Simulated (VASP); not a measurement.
Si5Mo, 6 atoms in the cell. The structure is hexagonal, space group P6/mmm (No. 191). Conventional cell: a = 8.357 Å, b = 8.357 Å, c = 2.336 Å, α = 90.00°, β = 90.00°, γ = 120.00°. Within 3.1 Å of Si (site symmetry mmm) lie 4 Si at 2.34 to 2.41 Å. Within 3.1 Å of Si (site symmetry -6m2) lie 5 Si at 2.34 to 2.41 Å. Mo (site symmetry 6/mmm) has 2 Mo at 2.34 Å within 3.1 Å. The cell was generated, and may not be a known phase.

| Property | Result |
| --- | --- |
| Program | VASP 6.6.1 |
| Task | relaxation of cell and atoms |
| Functional | PBE |
| Potentials or basis | VASP PAW PBE potentials, release 64 (Si, Mo_sv) |
| Cutoff | 600 eV |
| k mesh | 3 × 3 × 8 |
| Occupations | gaussian, width 0.1 eV |
| Spin | no spin polarisation |
| Dipole correction | no |
| Further INCAR settings | ALGO = Normal; EDIFF = 1e-06; IBRION = 2; EDIFFG = -0.04; NSW = 90; ISIF = 3 |

Potentials or basis: VASP PAW PBE potentials, release 64 (Si, Mo_sv).

The run is started by

```console
$ cat potpaw_PBE.64/Si/POTCAR potpaw_PBE.64/Mo_sv/POTCAR > POTCAR
$ mpirun -np 1 vasp_std > vasp.out
```

Hardware: 1 thread of Intel Xeon 8259CL, on a shared host.

Estimate the wall time of this run.

Run time: 5.6 min on 1 thread of Intel Xeon 8259CL, with other jobs on the host, peak memory 0.31 GiB. Counts: scf iterations 55, k points 15, ion steps 5.
